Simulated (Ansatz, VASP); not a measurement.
## One calculation of Al2Cl3, two programs

```
Al Cl
1.0
     4.65671    0.00000    0.00000
    -2.32836    4.03283    0.00000
     0.00000    0.00000    6.16734
Al Cl
2 3
Cartesian
  0.0000 2.6886 1.3639
  2.3284 1.3443 4.8034
  0.0000 0.0000 0.0000
  0.0000 2.6886 4.0029
  2.3284 1.3443 2.1644
```

Alike in both runs: functional PBE; k mesh 12 × 12 × 6; occupations gaussian, width 0.1 eV; no spin polarisation.

Ansatz relaxed the structure, and its values are those at the end. VASP's run is a single point on that final structure, the one shown.

|  | VASP | Ansatz |
| --- | --- | --- |
| version | VASP 6.6.1 | Ansatz 0.2.0 |
| potentials or method | VASP PAW PBE potentials, release 64 (Al, Cl), cutoff 520 eV | scalar-relativistic, plane waves, PAW |
| valence electrons in the cell | 27 | 27 |

|  | VASP | Ansatz | Ansatz less VASP |
| --- | --- | --- | --- |
| gap on the k mesh at the Fermi level (eV) | none | none | - |
| pressure (GPa) | 0.0 | 0.0 | +0.05 |

A gap of «none» marks a metal or a gap that the smearing closes. The functional is the same, so the differences come from potentials, cutoffs and numerics.
